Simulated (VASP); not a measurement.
Set up this calculation in VASP 6.6.1, as the native input.

| Item | Value |
| --- | --- |
| Task | single point |
| Functional | LDA |
| Potentials or basis | VASP PAW LDA potentials, release 64 (Ag, Au, H) |
| Cutoff | 520 eV |
| k mesh | 3 × 2 × 3 |
| Occupations | fermi-dirac, width 0.05 eV |
| Spin | no spin polarisation |
| Dipole correction | no |
| Further INCAR settings | ALGO = Normal; EDIFF = 1e-07; NBANDS = 78 |

The structure of Ag6HAu6 (a cell with a defect) lies in POSCAR:

```
Ag6HAu6
1.0
    5.8703330000      0.0000000000      0.0000000000
   -4.4027500000      7.6257870000      0.0000000000
    0.0000000000      0.0000000000      4.6969050000
Ag Au H
6 6 1
Direct
    0.0406064062     -0.0047077108      0.5320311993
    0.0351564781      0.3564091155      0.4574288814
   -0.0358394469      0.6490739907      0.4373092494
    0.5071751042      0.0006556700      0.5306473092
    0.5562120257      0.3541536106      0.4375434462
    0.6044579569      0.7073237162      0.5437623286
    0.3204629630      0.0995569375      0.0131150194
    0.3147745548      0.4299884064     -0.0521620088
    0.3031102133      0.7238334876     -0.0576975689
    0.8480937772      0.1371399437      0.0303604182
    0.7807016742      0.4031977290     -0.0781791414
    0.8167131080      0.8315207335      0.0272732789
   -0.0683153902      0.6082257477      1.0327439026
```

The input as run:

INCAR

```
SYSTEM = Ag6HAu6
PREC = Accurate
ENCUT = 520
EDIFF = 1E-7
ISMEAR = -1
SIGMA = 0.05
LREAL = .False.
LASPH = .True.
NELM = 60
ALGO = Normal
ISIF = 2
LWAVE = .False.
LCHARG = .False.
GGA = CA
NBANDS = 78
```

KPOINTS

```
Automatic mesh
0
Gamma
  3 2 3
  0 0 0
```

Potentials or basis: VASP PAW LDA potentials, release 64 (Ag, Au, H).

The run is started by

```console
$ cat potpaw_LDA.64/Ag/POTCAR potpaw_LDA.64/Au/POTCAR potpaw_LDA.64/H/POTCAR > POTCAR
$ mpirun -np 1 vasp_std > vasp.out
```

Results of the run:

* Pressure: 5.2 GPa
* Largest force: 2.971 eV/Å
* Band gap on the k mesh: zero (an odd number of electrons rules out a gap without spin polarisation)

Caveat: the k points lie up to 0.45 Å⁻¹ apart, too coarse for converged energies and pressures of a metal; the atoms stand as in a frame of molecular dynamics; spin-orbit coupling is left out, which moves the levels of the heavy elements.

Run time: 2.4 min on 1 thread of AMD EPYC 7R13 Processor (Zen 3) (shared host), peak memory 0.31 GiB.
